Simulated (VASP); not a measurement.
# Pt2S (I4/mmm) in VASP: a series of runs, part 2 of 2

VASP 6.6.1. The steps go on from the part before.

**4. Single point, PBE**

The input, INCAR:

```
SYSTEM = Pt2S
PREC     = Accurate       ! precision mode
ENCUT    = 520            ! plane-wave cutoff, eV
EDIFF    = 1E-6           ! SCF threshold, eV
ISMEAR   = 0              ! smearing method
SIGMA    = 0.1            ! smearing width, eV
LREAL    = .FALSE.        ! projectors in reciprocal space
LASPH    = .TRUE.         ! aspherical terms in the spheres
NELM     = 60             ! most SCF steps
ALGO     = Normal         ! electronic algorithm
ISIF     = 2              ! what is computed and relaxed
LWAVE    = .FALSE.        ! write WAVECAR
LCHARG   = .TRUE.         ! write CHGCAR
GGA      = PE             ! functional
LELF     = .TRUE.         ! ELF
LVHAR    = .TRUE.       
NBANDS   = 20             ! bands
```

The input, KPOINTS:

```
Automatic mesh
0
G
  22 22 22
  0 0 0
```

The input, POSCAR:

```
Pt2S
1.0
   -1.5150398533      1.5150398533      4.9838819414
    1.5150398533     -1.5150398533      4.9838819414
    1.5150398533      1.5150398533     -4.9838819414
Pt S
2 1
Direct
    0.6541802436      0.6541802436      0.0000000000
    0.3458197564      0.3458197564      0.0000000000
    0.0000000000      0.0000000000      0.0000000000
```

Potentials or basis: VASP PAW PBE potentials, release 64 (Pt, S).

On the command line:

```sh
cat potpaw_PBE.64/Pt/POTCAR potpaw_PBE.64/S/POTCAR > POTCAR
mpirun -np 1 vasp_std > vasp.out
```

OUTCAR:

```text
SYSTEM = Pt2S
   PREC = Accurate
   ENCUT = 520
   EDIFF = 1E-6
   ISMEAR = 0
   LREAL = .FALSE.
   LASPH = .TRUE.
   NELM = 60
   ISIF = 2
   GGA = PE

 ion  position               nearest neighbor table
   1  0.654  0.654  0.000-   3 2.64   3 2.64   3 2.64   3 2.64   2 2.87   2 2.87   2 2.87   2 2.87
                             2 3.07
   2  0.346  0.346  0.000-   3 2.64   3 2.64   3 2.64   3 2.64   1 2.87   1 2.87   1 2.87   1 2.87
                             1 3.07
   3  0.000  0.000  0.000-   1 2.64   1 2.64   1 2.64   2 2.64   1 2.64   2 2.64   2 2.64   2 2.64

  LATTYP: Found a body centered tetragonal cell.
 ALAT       =     3.0300797066
 C/A-ratio  =     3.2896045147

  Lattice vectors:

 A1 = (  -1.5150398533,   1.5150398533,   4.9838819414)
 A2 = (   1.5150398533,  -1.5150398533,   4.9838819414)
 A3 = (   1.5150398533,   1.5150398533,  -4.9838819414)

Analysis of symmetry for initial positions (statically):
=====================================================================
 Subroutine PRICEL returns:
 Original cell was already a primitive cell.

 Routine SETGRP: Setting up the symmetry group for a
 body centered tetragonal supercell.

 Subroutine GETGRP returns: Found 16 space group operations
 (whereof 16 operations were pure point group operations)
 out of a pool of 16 trial point group operations.

The static configuration has the point symmetry D_4h.

Analysis of symmetry for dynamics (positions and initial velocities):
=====================================================================
 Subroutine PRICEL returns:
 Original cell was already a primitive cell.

 Routine SETGRP: Setting up the symmetry group for a
 body centered tetragonal supercell.

 Subroutine GETGRP returns: Found 16 space group operations
 (whereof 16 operations were pure point group operations)
 out of a pool of 16 trial point group operations.

The dynamic configuration has the point symmetry D_4h.

 Subroutine INISYM returns: Found 16 space group operations
 (whereof 16 operations are pure point group operations),
 and found     1 'primitive' translations

----------------------------------------------------------------------------------------

                                     Primitive cell

  volume of cell :      45.7589

  direct lattice vectors                    reciprocal lattice vectors
    -1.515039853  1.515039853  4.983881941     0.000000000  0.330024322  0.100323404
     1.515039853 -1.515039853  4.983881941     0.330024322  0.000000000  0.100323404
     1.515039853  1.515039853 -4.983881941     0.330024322  0.330024322  0.000000000

  length of vectors
     5.424921264  5.424921264  5.424921264     0.344935992  0.344935992  0.466724872

  position of ions in fractional coordinates (direct lattice)
     0.654180244  0.654180244  0.000000000
     0.345819756  0.345819756  0.000000000
     0.000000000  0.000000000  0.000000000

  ion indices of the primitive-cell ions
   primitive index   ion index
                 1           1
                 2           2
                 3           3

----------------------------------------------------------------------------------------

 KPOINTS: Automatic mesh

Automatic generation of k-mesh.
 Grid dimensions read from file:
 generate k-points for:   22   22   22

 Generating k-lattice:

  Cartesian coordinates                     Fractional coordinates (reciprocal lattice)
     0.000000000  0.015001106  0.004560155     0.045454545  0.000000000 -0.000000000
     0.015001106  0.000000000  0.004560155     0.000000000  0.045454545 -0.000000000
     0.015001106  0.015001106  0.000000000     0.000000000  0.000000000  0.045454545

  Length of vectors
     0.015678909  0.015678909  0.021214767

  Shift w.r.t. Gamma in fractional coordinates (k-lattice)
     0.000000000  0.000000000  0.000000000

 Subroutine IBZKPT returns following result:
 ===========================================

 Found    834 irreducible k-points:

 Following reciprocal coordinates:
            Coordinates               Weight
  0.000000  0.000000  0.000000      1.000000
  0.045455 -0.000000  0.000000      8.000000
  0.090909 -0.000000  0.000000      8.000000
  0.136364 -0.000000  0.000000      8.000000
  0.181818  0.000000  0.000000      8.000000
  0.227273 -0.000000  0.000000      8.000000
[... 16 lines left out ...]
  0.500000  0.045455  0.000000     16.000000
 -0.454545  0.045455  0.000000     16.000000
 [... further k-points ...]
   k-points           NKPTS =    834   k-points in BZ     NKDIM =    834   number of bands    NBANDS=     20
   number of dos      NEDOS =    301   number of ions     NIONS =      3
   total plane-waves  NPLWV =  64000
   dimension x,y,z NGX =    40 NGY =   40 NGZ =   40
   dimension x,y,z NGXF=    80 NGYF=   80 NGZF=   80
   ions per type =               2   1
   NGX,Y,Z   is equivalent  to a cutoff of  12.26, 12.26, 12.26 a.u.
   NGXF,Y,Z  is equivalent  to a cutoff of  24.52, 24.52, 24.52 a.u.
 SYSTEM =  Pt2S
   PREC   = accura    normal or accurate (medium, high low for compatibility)
   ISTART =      0    job   : 0-new  1-cont  2-samecut
   ICHARG =      2    charge: 1-file 2-atom 10-const
   ISPIN  =      1    spin polarized calculation?
   LNONCOLLINEAR =      F non collinear calculations
   LSORBIT =      F    spin-orbit coupling
   LASPH  =      T    aspherical Exc in radial PAW
   ENCUT  =  520.0 eV  38.22 Ry    6.18 a.u.  10.09 10.09 10.09*2*pi/ulx,y,z
   NELM   =     60;   NELMIN=  2; NELMDL= -5     # of ELM steps
   EDIFF  = 0.1E-05   stopping-criterion for ELM
   LREAL  =      F    real-space projection
   EDIFFG = 0.1E-04   stopping-criterion for IOM
   NSW    =      0    number of steps for IOM
   IBRION =     -1    ionic relax: 0-MD 1-quasi-New 2-CG
   NFREE  =      0    steps in history (QN), initial steepest desc. (CG)
   ISIF   =      2    stress and relaxation
   ISYM   =      2    0-nonsym 1-usesym 2-fastsym
   POTIM  = 0.5000    time-step for ionic-motion
   TEBEG  =    0.0;   TEEND  =   0.0 temperature during run
   PSTRESS=    0.0 pullay stress
   NELECT =      26.0000    total number of electrons
   NUPDOWN=      -1.0000    fix difference up-down
   EMIN   =  10.00;   EMAX   =-10.00  energy-range for DOS
   EFERMI =   0.00;   METHOD = LEGACY
   ISMEAR =     0;   SIGMA  =   0.10  broadening in eV -4-tet -1-fermi 0-gaus
   EFERMI_NEDOS =   21; number of points for ismear=-14 and -15
   IALGO  =     38    algorithm
   IMIX   =      4    mixing-type and parameters
     AMIX     =   0.40;   BMIX     =  1.00
     AMIX_MAG =   1.60;   BMIX_MAG =  1.00
  volume/ion in A,a.u.               =      15.25       102.93
  Fermi-wavevector in a.u.,A,eV,Ry     =   1.355941  2.562356 25.015330  1.838575
  Thomas-Fermi vector in A             =   2.482986
   LORBIT       =      0    0 simple, 1 ext, 2 COOP (PROOUT), +10 PAW based schemes
   GGA     = PE    functional components
   LHFCALC =     F    Hartree Fock is set to
   AEXX    =    0.0000 exact exchange contribution
   IVDW    =     0    specifies the selected vdW correction
   LEPSILON=     F    determine dielectric tensor
   LRPA    =     F    only Hartree local field effects (RPA)
 non-spin polarized calculation
 Gauss-broadening in eV      SIGMA  =   0.10
  energy-cutoff  :      520.00
  volume of cell :       45.76
 maximum number of plane-waves:      1264
   NGX = 21   NGY = 21   NGZ = 21

 number of electron      26.0000000 magnetization

 Free energy of the ion-electron system (eV)
  ---------------------------------------------------
  ext. energy  EPLUGINS =         0.00000000
  ---------------------------------------------------
  free energy    TOTEN  =       -15.44066046 eV

  energy without entropy =      -15.42951018  energy(sigma->0) =      -15.43508532

 E-fermi :  10.3339     XC(G=0): -12.7259

 val. band max:       10.3338541258   @ k =   0.3182   0.1818   0.1364
 cond. band min:      10.3346584847   @ k =  -0.3182   0.5000   0.0455
 fundamental gap:      0.0008043589
 Fermi energy:        10.3338800678

 k-point     1 :       0.0000    0.0000    0.0000
  band No.  band energies     occupation
      1      -5.6118      2.00000
      2       2.5113      2.00000
      3       4.6822      2.00000
      4       5.2888      2.00000
      5       6.3216      2.00000
      6       6.4669      2.00000
[... 12 lines left out ...]
     19      19.2371      0.00000
     20      19.2371      0.00000
[... 507 lines left out ...]
 k-point    24 :      -0.4545    0.0455    0.0000
  band No.  band energies     occupation
      1      -4.0654      2.00000
      2       1.7213      2.00000
      3       4.4333      2.00000
      4       5.1126      2.00000
      5       6.0948      2.00000
      6       6.2875      2.00000
[... 12 lines left out ...]
     19      19.1726      0.00000
     20      21.3512      0.00000

 [... further k-points ...]
[... 5 lines left out ...]
  --------------------------------------------------------------------------------------
  -------------------------------------------------------------------------------------
  Total       -0.0818035     -0.0818035     -0.0969355      0.0000000     -0.0000000      0.0000000
  in kB       -2.8642225     -2.8642225     -3.3940453      0.0000000     -0.0000000      0.0000000
  external PRESSURE =      -3.0408301 kB  Pullay stress =       0.0000000 kB

 VOLUME and BASIS-vectors are now :
 -----------------------------------------------------------------------------
  energy-cutoff  :      520.00
  volume of cell :       45.76
      direct lattice vectors                 reciprocal lattice vectors
    -1.515039853  1.515039853  4.983881941     0.000000000  0.330024322  0.100323404
     1.515039853 -1.515039853  4.983881941     0.330024322  0.000000000  0.100323404
     1.515039853  1.515039853 -4.983881941     0.330024322  0.330024322  0.000000000

 POSITION                                       TOTAL-FORCE (eV/Angst)
 -----------------------------------------------------------------------------------
      0.00000      0.00000      6.52071        -0.000000     -0.000000     -0.004611
      0.00000      0.00000      3.44705         0.000000      0.000000      0.004611
      0.00000      0.00000      0.00000         0.000000      0.000000      0.000000
 -----------------------------------------------------------------------------------
    total drift:                                0.000000     -0.000000      0.000000

  FREE ENERGIE OF THE ION-ELECTRON SYSTEM (eV)
  ---------------------------------------------------
  free  energy   TOTEN  =       -15.4406604579 eV

  energy  without entropy=      -15.4295101798  energy(sigma->0) =      -15.43508532
```

It took 9.4 min on 1 thread of Intel Xeon 6975P-C (Granite Rapids), shared host; peak memory 0.8 GiB.

Results:

* Free energy: -15.4407 eV
* Pressure: -0.3 GPa
* Largest force: 0.005 eV/Å
* Band gap on the k mesh: zero (bands 13 and 14 overlap by 1.82 eV)

Forces in eV/Å, atoms in the order of the input:
```
Pt   0.000  0.000 -0.005
Pt   0.000  0.000  0.005
S    0.000  0.000  0.000
```

Caveat: spin-orbit coupling is left out, which moves the levels of the heavy elements.

**5. Relaxation of cell and atoms, PBE**

The input, INCAR:

```
SYSTEM = Pt2S
PREC = Accurate
ENCUT = 600
EDIFF = 1E-7
ISMEAR = 0
SIGMA = 0.1
LREAL = .False.
LASPH = .True.
NELM = 60
ALGO = Fast
ISIF = 3
LWAVE = .False.
LCHARG = .False.
GGA = PE
IBRION = 2
NSW = 100
EDIFFG = -0.01
```

The input, KPOINTS:

```
regular mesh
0
Gamma
  22 22 22
  0 0 0
```

The input, POSCAR:

```
Pt2S
1.0
   -1.5153301564      1.5153301564      4.9881201379
    1.5153301564     -1.5153301564      4.9881201379
    1.5153301564      1.5153301564     -4.9881201379
Pt S
2 1
Direct
    0.6542541253      0.6542541253      0.0000000000
    0.3457458747      0.3457458747      0.0000000000
    0.0000000000      0.0000000000      0.0000000000
```

On the command line:

```sh
cat potpaw_PBE.64/Pt/POTCAR potpaw_PBE.64/S/POTCAR > POTCAR
mpirun -np 1 vasp_std > vasp.out
```

It took 2.1 h on 1 thread of Oxide Virtual Turin-like, shared host; peak memory 0.94 GiB.

It converged, with:

- Free energy: -15.4407 eV
- Relaxed volume: 15.23 Å³/atom
- Relaxed cell: a = 5.424 Å, b = 5.424 Å, c = 5.424 Å, α = 147.58°, β = 147.58°, γ = 46.51°
- Space group after relaxing (to 0.1 Å): I4/mmm (No. 139)
- Energy gained by relaxing: 0.1 meV/atom
- Ionic steps: 3
- Pressure after relaxing: 0.0 GPa
- Largest force after relaxing: 0.009 eV/Å
- Band gap on the k mesh: zero (bands 13 and 14 overlap by 1.83 eV)

Forces on the atoms (eV/Å):
```
Pt   0.000  0.000 -0.009
Pt   0.000  0.000  0.009
S    0.000  0.000  0.000
```

Stress tensor (GPa, compression positive):
```
 0.04  0.00  0.00
 0.00  0.04  0.00
 0.00  0.00 -0.04
```

Step by step:
```
step  energy change (eV)  largest force (eV/Å)  pressure (GPa)  volume (Å³)
   1              0.0000                0.0095           -0.44        45.82
   2              0.0002                0.0084            0.69        45.54
   3             -0.0002                0.0090            0.02        45.70
```

Final structure:
```yaml
crystal:
  lattice:
    - [-1.51418, 1.51418, 4.98354]
    - [1.51418, -1.51418, 4.98354]
    - [1.51418, 1.51418, -4.98354]
  atoms:
    - { symbol: Pt, position: [0.65424, 0.65424, 0.00000] }
    - { symbol: Pt, position: [0.34576, 0.34576, 0.00000] }
    - { symbol: S, position: [0.00000, 0.00000, 0.00000] }
```

Levels at points of the mesh, in eV from the Fermi level:
```csv
k point,band 9,band 10,band 11,band 12,band 13,band 14,band 15,band 16,band 17
"(0.00, 0.00, 0.00)",-2.89,-2.89,-2.07,-1.79,-1.02,1.48,1.48,5.65,7.38
"(0.50, 0.00, 0.00)",-3.23,-1.78,-1.66,-0.92,-0.47,1.20,1.50,4.36,4.82
"(0.50, 0.50, 0.00)",-2.17,-1.13,-0.47,-0.44,1.15,1.35,1.92,2.08,5.66
"(0.50, 0.50, 0.50)",-1.55,-1.18,-1.18,-1.16,-0.36,-0.24,-0.24,2.39,6.81
```

Caveat: spin-orbit coupling is left out, which moves the levels of the heavy elements.

**6. Summary**

| task | cell | k mesh | cutoff (eV) | gap on the mesh (eV) | pressure (GPa) | relaxed volume (Å³/atom) | largest force (eV/Å) |
| --- | --- | --- | --- | --- | --- | --- | --- |
| single point | a = 5.429 Å, angles 147.6, 147.6, 46.5°, 3 atoms, atomic positions A | 8 × 8 × 8 | 520 | none | -0.4 | - | 0.01 |
| relaxation of cell and atoms | relaxed from a = 4.861 Å, angles 138.6, 138.6, 59.9°, 3 atoms, atomic positions B | 8 × 8 × 8 | 600 | none | 0.1 | 15.23 | 0.01 |
| single point | a = 5.425 Å, angles 147.6, 147.6, 46.5°, 3 atoms, atomic positions C | 22 × 22 × 22 | 520 | none | -0.3 | - | - |
| relaxation of cell and atoms | relaxed from a = 5.429 Å, angles 147.6, 147.6, 46.5°, 3 atoms, atomic positions A | 22 × 22 × 22 | 600 | none | 0.0 | 15.23 | 0.01 |

Alike in all rows: level PBE; potentials or basis VASP PAW PBE potentials, release 64 (Pt, S); no spin polarisation; smearing gaussian 0.1 eV.

Caveats: spin-orbit coupling is left out, which moves the levels of the heavy elements.

Absolute energies hang on the potentials; compare differences alone.

The gap in the log of VASP goes by the Fermi energy; the results here count the filled bands.